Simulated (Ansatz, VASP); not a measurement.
**One calculation of Hf, two programs**

```
Hf
1.0
     3.10080    0.00000    0.00000
    -1.55040    2.68537    0.00000
     0.00000    0.00000    4.90607
Hf
2
Direct
  0.33333 0.66667 0.25000
  0.66667 0.33333 0.75000
```

Change from the starting cell: strain -0.030 along x and y, -0.030 along z, atoms carried along.

Alike in both runs: task single point; functional PBE; k mesh 18 × 18 × 10; occupations gaussian, width 0.15 eV; no spin polarisation.

```csv
,VASP,Ansatz
version,VASP 6.6.1,Ansatz 0.2.0
potentials or method,"VASP PAW PBE potentials, release 64 (Hf_pv), cutoff 520 eV","scalar-relativistic, plane waves, PAW"
valence electrons in the cell,20,52
```

|  | VASP | Ansatz | Ansatz less VASP |
| --- | --- | --- | --- |
| gap on the k mesh at the Fermi level (eV) | none | none | - |
| pressure (GPa) | 12.0 | 12.5 | +0.44 |
| traceless stress, the component that is largest in VASP (GPa) | 0.31 | 0.40 | +0.093 |

A gap of «none» marks a metal or a gap that the smearing closes. VASP's potentials hold 20 valence electrons a cell and Ansatz's 52, so a difference there can come from the potentials and not from the codes.

Spin-orbit coupling is off throughout.
